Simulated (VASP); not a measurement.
# TePb (rocksalt type) (Fm-3m) in VASP: single point with PBE

Aim: the single point of TePb (rocksalt type) with PBE.

Program: VASP 6.6.1. These are calculated values, not measurements. Logs are shortened: lines on timing, memory, paths and dates and some standing lists are left out, and cuts for length are marked.

## 1. The cell of the first run

Symmetry: Fm-3m, No. 225, cubic system. The conventional cell has a = 6.567 Å, b = 6.567 Å, c = 6.567 Å, α = 90.00°, β = 90.00°, γ = 90.00°. Pb (site symmetry m-3m) has 6 Te at 3.28 Å within 4.3 Å. Te (site symmetry m-3m) has 6 Pb at 3.28 Å within 4.3 Å.

## 2. Single point, PBE

The input, INCAR:

```
SYSTEM = TePb
  PREC = Accurate
  ENCUT = 520
  EDIFF = 1E-6
  ISMEAR = -1
  SIGMA = 0.1
  LREAL = .FALSE.
  LASPH = .TRUE.
  NELM = 80
  ALGO = Normal
  ISIF = 2
  LWAVE = .FALSE.
  LCHARG = .FALSE.
  GGA = PE
  NBANDS = 17
```

The input, KPOINTS:

```
regular mesh
0
G
  11 11 11
  0 0 0
```

The input, POSCAR:

```
TePb
1.0
    0.0000000000      3.2836156682      3.2836156682
    3.2836156682      0.0000000000      3.2836156682
    3.2836156682      3.2836156682      0.0000000000
Pb Te
1 1
Direct
    0.0000000000      0.0000000000      0.0000000000
    0.5000000000      0.5000000000      0.5000000000
```

Potentials or basis: VASP PAW PBE potentials, release 64 (Pb_d, Te).

Launch:

```bash
cat potpaw_PBE.64/Pb_d/POTCAR potpaw_PBE.64/Te/POTCAR > POTCAR
mpirun -np 1 vasp_std > vasp.out
```

OUTCAR:

```text
SYSTEM = TePb
   PREC = Accurate
   ENCUT = 520
   EDIFF = 1E-6
   ISMEAR = -1
   LREAL = .FALSE.
   LASPH = .TRUE.
   NELM = 80
   ISIF = 2
   GGA = PE

 ion  position               nearest neighbor table
   1  0.000  0.000  0.000-   2 3.28   2 3.28   2 3.28   2 3.28   2 3.28   2 3.28
   2  0.500  0.500  0.500-   1 3.28   1 3.28   1 3.28   1 3.28   1 3.28   1 3.28

  LATTYP: Found a face centered cubic cell.
 ALAT       =     6.5672313364

  Lattice vectors:

 A1 = (   0.0000000000,   3.2836156682,   3.2836156682)
 A2 = (   3.2836156682,   0.0000000000,   3.2836156682)
 A3 = (   3.2836156682,   3.2836156682,   0.0000000000)

Analysis of symmetry for initial positions (statically):
=====================================================================
 Subroutine PRICEL returns:
 Original cell was already a primitive cell.

 Routine SETGRP: Setting up the symmetry group for a
 face centered cubic supercell.

 Subroutine GETGRP returns: Found 48 space group operations
 (whereof 48 operations were pure point group operations)
 out of a pool of 48 trial point group operations.

The static configuration has the point symmetry O_h .

Analysis of symmetry for dynamics (positions and initial velocities):
=====================================================================
 Subroutine PRICEL returns:
 Original cell was already a primitive cell.

 Routine SETGRP: Setting up the symmetry group for a
 face centered cubic supercell.

 Subroutine GETGRP returns: Found 48 space group operations
 (whereof 48 operations were pure point group operations)
 out of a pool of 48 trial point group operations.

The dynamic configuration has the point symmetry O_h .

 Subroutine INISYM returns: Found 48 space group operations
 (whereof 48 operations are pure point group operations),
 and found     1 'primitive' translations

----------------------------------------------------------------------------------------

                                     Primitive cell

  volume of cell :      70.8088

  direct lattice vectors                    reciprocal lattice vectors
     0.000000000  3.283615668  3.283615668    -0.152271170  0.152271170  0.152271170
     3.283615668  0.000000000  3.283615668     0.152271170 -0.152271170  0.152271170
     3.283615668  3.283615668  0.000000000     0.152271170  0.152271170 -0.152271170

  length of vectors
     4.643733812  4.643733812  4.643733812     0.263741403  0.263741403  0.263741403

  position of ions in fractional coordinates (direct lattice)
     0.000000000  0.000000000  0.000000000
     0.500000000  0.500000000  0.500000000

  ion indices of the primitive-cell ions
   primitive index   ion index
                 1           1
                 2           2

----------------------------------------------------------------------------------------

 KPOINTS: regular mesh

Automatic generation of k-mesh.
 Grid dimensions read from file:
 generate k-points for:   11   11   11

 Generating k-lattice:

  Cartesian coordinates                     Fractional coordinates (reciprocal lattice)
    -0.013842834  0.013842834  0.013842834     0.090909091  0.000000000  0.000000000
     0.013842834 -0.013842834  0.013842834     0.000000000  0.090909091  0.000000000
     0.013842834  0.013842834 -0.013842834     0.000000000  0.000000000  0.090909091

  Length of vectors
     0.023976491  0.023976491  0.023976491

  Shift w.r.t. Gamma in fractional coordinates (k-lattice)
     0.000000000  0.000000000  0.000000000

 Subroutine IBZKPT returns following result:
 ===========================================

 Found     56 irreducible k-points:

 Following reciprocal coordinates:
            Coordinates               Weight
  0.000000  0.000000  0.000000      1.000000
  0.090909  0.000000  0.000000      8.000000
  0.181818  0.000000  0.000000      8.000000
  0.272727  0.000000  0.000000      8.000000
  0.363636  0.000000  0.000000      8.000000
  0.454545  0.000000  0.000000      8.000000
[... 16 lines left out ...]
 -0.272727  0.181818  0.000000     24.000000
 -0.181818  0.181818  0.000000     12.000000
 [... further k-points ...]
   k-points           NKPTS =     56   k-points in BZ     NKDIM =     56   number of bands    NBANDS=     17
   number of dos      NEDOS =    301   number of ions     NIONS =      2
   total plane-waves  NPLWV =  46656
   dimension x,y,z NGX =    36 NGY =   36 NGZ =   36
   dimension x,y,z NGXF=    72 NGYF=   72 NGZF=   72
   ions per type =               1   1
   NGX,Y,Z   is equivalent  to a cutoff of  12.89, 12.89, 12.89 a.u.
   NGXF,Y,Z  is equivalent  to a cutoff of  25.78, 25.78, 25.78 a.u.
 SYSTEM =  TePb
   PREC   = accura    normal or accurate (medium, high low for compatibility)
   ISTART =      0    job   : 0-new  1-cont  2-samecut
   ICHARG =      2    charge: 1-file 2-atom 10-const
   ISPIN  =      1    spin polarized calculation?
   LNONCOLLINEAR =      F non collinear calculations
   LSORBIT =      F    spin-orbit coupling
   LASPH  =      T    aspherical Exc in radial PAW
   ENCUT  =  520.0 eV  38.22 Ry    6.18 a.u.   8.63  8.63  8.63*2*pi/ulx,y,z
   NELM   =     80;   NELMIN=  2; NELMDL= -5     # of ELM steps
   EDIFF  = 0.1E-05   stopping-criterion for ELM
   LREAL  =      F    real-space projection
   EDIFFG = 0.1E-04   stopping-criterion for IOM
   NSW    =      0    number of steps for IOM
   IBRION =     -1    ionic relax: 0-MD 1-quasi-New 2-CG
   NFREE  =      0    steps in history (QN), initial steepest desc. (CG)
   ISIF   =      2    stress and relaxation
   ISYM   =      2    0-nonsym 1-usesym 2-fastsym
   POTIM  = 0.5000    time-step for ionic-motion
   TEBEG  =    0.0;   TEEND  =   0.0 temperature during run
   PSTRESS=    0.0 pullay stress
   NELECT =      20.0000    total number of electrons
   NUPDOWN=      -1.0000    fix difference up-down
   EMIN   =  10.00;   EMAX   =-10.00  energy-range for DOS
   EFERMI =   0.00;   METHOD = LEGACY
   ISMEAR =    -1;   SIGMA  =   0.10  broadening in eV -4-tet -1-fermi 0-gaus
   EFERMI_NEDOS =   21; number of points for ismear=-14 and -15
   IALGO  =     38    algorithm
   IMIX   =      4    mixing-type and parameters
     AMIX     =   0.40;   BMIX     =  1.00
     AMIX_MAG =   1.60;   BMIX_MAG =  1.00
  volume/ion in A,a.u.               =      35.40       238.92
  Fermi-wavevector in a.u.,A,eV,Ry     =   1.074128  2.029807 15.697721  1.153750
  Thomas-Fermi vector in A             =   2.209947
   LORBIT       =      0    0 simple, 1 ext, 2 COOP (PROOUT), +10 PAW based schemes
   GGA     = PE    functional components
[... 5 lines left out ...]
 non-spin polarized calculation
  energy-cutoff  :      520.00
  volume of cell :       70.81
 maximum number of plane-waves:      1921
   NGX = 17   NGY = 17   NGZ = 17

 number of electron      19.9999999 magnetization

 Free energy of the ion-electron system (eV)
  ---------------------------------------------------
  ext. energy  EPLUGINS =         0.00000000
  ---------------------------------------------------
  free energy    TOTEN  =        -7.52312906 eV

  energy without entropy =       -7.52266905  energy(sigma->0) =       -7.52289905

 E-fermi :   5.4973     XC(G=0):  -9.0837

 val. band max:        4.9664035649   @ k =   0.4545   0.0000   0.0000
 cond. band min:       5.9038362489   @ k =   0.4545   0.0000   0.0000
 fundamental gap:      0.9374326840
 Fermi energy:         5.4973413717

 k-point     1 :       0.0000    0.0000    0.0000
  band No.  band energies     occupation
      1     -11.6360      2.00000
      2     -11.6360      2.00000
      3     -11.6303      2.00000
      4     -11.6303      2.00000
      5     -11.6303      2.00000
      6      -6.6153      2.00000
[... 9 lines left out ...]
     16      10.9192      0.00000
     17      12.4424      0.00000

 k-point     2 :       0.0909    0.0000    0.0000
  band No.  band energies     occupation
      1     -11.6367      2.00000
      2     -11.6367      2.00000
      3     -11.6301      2.00000
      4     -11.6294      2.00000
      5     -11.6294      2.00000
      6      -6.5490      2.00000
[... 9 lines left out ...]
     16      11.0714      0.00000
     17      12.9558      0.00000

 k-point     3 :       0.1818    0.0000    0.0000
  band No.  band energies     occupation
      1     -11.6391      2.00000
      2     -11.6391      2.00000
      3     -11.6296      2.00000
      4     -11.6265      2.00000
      5     -11.6265      2.00000
      6      -6.3543      2.00000
[... 9 lines left out ...]
     16      11.4945      0.00000
     17      14.1087      0.00000

 k-point     4 :       0.2727    0.0000    0.0000
  band No.  band energies     occupation
      1     -11.6424      2.00000
      2     -11.6424      2.00000
      3     -11.6289      2.00000
      4     -11.6224      2.00000
      5     -11.6224      2.00000
      6      -6.0476      2.00000
[... 9 lines left out ...]
     16      12.1594      0.00000
     17      15.4133      0.00000

 k-point     5 :       0.3636    0.0000    0.0000
  band No.  band energies     occupation
      1     -11.6456      2.00000
      2     -11.6456      2.00000
      3     -11.6284      2.00000
      4     -11.6186      2.00000
      5     -11.6186      2.00000
      6      -5.6727      2.00000
[... 9 lines left out ...]
     16      13.0345      0.00000
     17      15.6203      0.00000

 k-point     6 :       0.4545    0.0000    0.0000
  band No.  band energies     occupation
      1     -11.6475      2.00000
      2     -11.6475      2.00000
      3     -11.6281      2.00000
      4     -11.6163      2.00000
      5     -11.6163      2.00000
      6      -5.3574      2.00000
[... 9 lines left out ...]
     16      14.0071      0.00000
     17      14.5273      0.00000

 k-point     7 :       0.0909    0.0909    0.0000
  band No.  band energies     occupation
      1     -11.6385      2.00000
      2     -11.6353      2.00000
      3     -11.6309      2.00000
      4     -11.6287      2.00000
      5     -11.6287      2.00000
      6      -6.5270      2.00000
[... 9 lines left out ...]
     16      11.3397      0.00000
     17      12.6827      0.00000

 k-point     8 :       0.1818    0.0909    0.0000
  band No.  band energies     occupation
      1     -11.6416      2.00000
      2     -11.6358      2.00000
      3     -11.6310      2.00000
      4     -11.6267      2.00000
      5     -11.6260      2.00000
      6      -6.3756      2.00000
[... 9 lines left out ...]
     16      11.8277      0.00000
     17      13.3006      0.00000
[... 203 lines left out ...]
      1     -11.6557      2.00000
      2     -11.6363      2.00000
      3     -11.6315      2.00000
      4     -11.6196      2.00000
      5     -11.6170      2.00000
      6      -5.7353      2.00000
[... 9 lines left out ...]
     16      13.8720      0.00000
     17      14.7600      0.00000

 k-point    20 :       0.4545    0.1818    0.0000
  band No.  band energies     occupation
      1     -11.6574      2.00000
      2     -11.6396      2.00000
      3     -11.6289      2.00000
      4     -11.6186      2.00000
      5     -11.6148      2.00000
      6      -5.3973      2.00000
[... 9 lines left out ...]
     16      14.6032      0.00000
     17      14.6495      0.00000

 k-point    21 :      -0.4545    0.1818    0.0000
  band No.  band energies     occupation
      1     -11.6562      2.00000
      2     -11.6426      2.00000
      3     -11.6263      2.00000
      4     -11.6187      2.00000
      5     -11.6148      2.00000
      6      -5.1896      2.00000
[... 9 lines left out ...]
     16      13.9812      0.00000
     17      15.4057      0.00000

 k-point    22 :      -0.3636    0.1818    0.0000
  band No.  band energies     occupation
      1     -11.6526      2.00000
      2     -11.6444      2.00000
      3     -11.6252      2.00000
      4     -11.6190      2.00000
      5     -11.6171      2.00000
      6      -5.2958      2.00000
[... 9 lines left out ...]
     16      13.1079      0.00000
     17      15.4693      0.00000

 k-point    23 :      -0.2727    0.1818    0.0000
  band No.  band energies     occupation
      1     -11.6477      2.00000
      2     -11.6447      2.00000
      3     -11.6264      2.00000
      4     -11.6205      2.00000
      5     -11.6192      2.00000
      6      -5.6145      2.00000
[... 9 lines left out ...]
     16      14.1049      0.00000
     17      14.5957      0.00000

 k-point    24 :      -0.1818    0.1818    0.0000
  band No.  band energies     occupation
      1     -11.6437      2.00000
      2     -11.6428      2.00000
      3     -11.6283      2.00000
      4     -11.6238      2.00000
      5     -11.6205      2.00000
      6      -5.9493      2.00000
[... 9 lines left out ...]
     16      13.4365      0.00000
     17      13.6918      0.00000

 [... further k-points ...]

------------------------ aborting loop because EDIFF is reached ----------------------------------------

  FORCE on cell =-STRESS in cart. coord.  units (eV):
  Direction    XX          YY          ZZ          XY          YZ          ZX
  --------------------------------------------------------------------------------------
  -------------------------------------------------------------------------------------
  Total       -0.0096853     -0.0096853     -0.0096853      0.0000000      0.0000000     -0.0000000
  in kB       -0.2191478     -0.2191478     -0.2191478      0.0000000      0.0000000     -0.0000000
  external PRESSURE =      -0.2191478 kB  Pullay stress =       0.0000000 kB

 VOLUME and BASIS-vectors are now :
 -----------------------------------------------------------------------------
  energy-cutoff  :      520.00
  volume of cell :       70.81
      direct lattice vectors                 reciprocal lattice vectors
     0.000000000  3.283615668  3.283615668    -0.152271170  0.152271170  0.152271170
     3.283615668  0.000000000  3.283615668     0.152271170 -0.152271170  0.152271170
     3.283615668  3.283615668  0.000000000     0.152271170  0.152271170 -0.152271170

 POSITION                                       TOTAL-FORCE (eV/Angst)
 -----------------------------------------------------------------------------------
      0.00000      0.00000      0.00000         0.000000     -0.000000      0.000000
      3.28362      3.28362      3.28362        -0.000000      0.000000     -0.000000
 -----------------------------------------------------------------------------------
    total drift:                               -0.000000      0.000000      0.000000

  FREE ENERGIE OF THE ION-ELECTRON SYSTEM (eV)
  ---------------------------------------------------
  free  energy   TOTEN  =        -7.5231290634 eV

  energy  without entropy=       -7.5226690456  energy(sigma->0) =       -7.52289905
```

It took 23 s on 1 thread of Intel Xeon 6975P-C (Granite Rapids), shared host; peak memory 0.24 GiB.

What came out:

```
Free energy : -7.5231 eV
Pressure    : 0.0 GPa
```

Levels at points of the mesh, in eV from the Fermi level:
```
           k point  band 7  band 8  band 9  band 10  band 11  band 12  band 13  band 14
(0.00, 0.00, 0.00)   -6.20   -1.65   -1.65    -1.65     3.54     3.54     3.54     5.42
```

Caveat: this odd mesh misses L, where the gap lies, so gap, dielectric constants and Born charges aren't listed; spin-orbit coupling is left out, which moves the levels of the heavy elements.
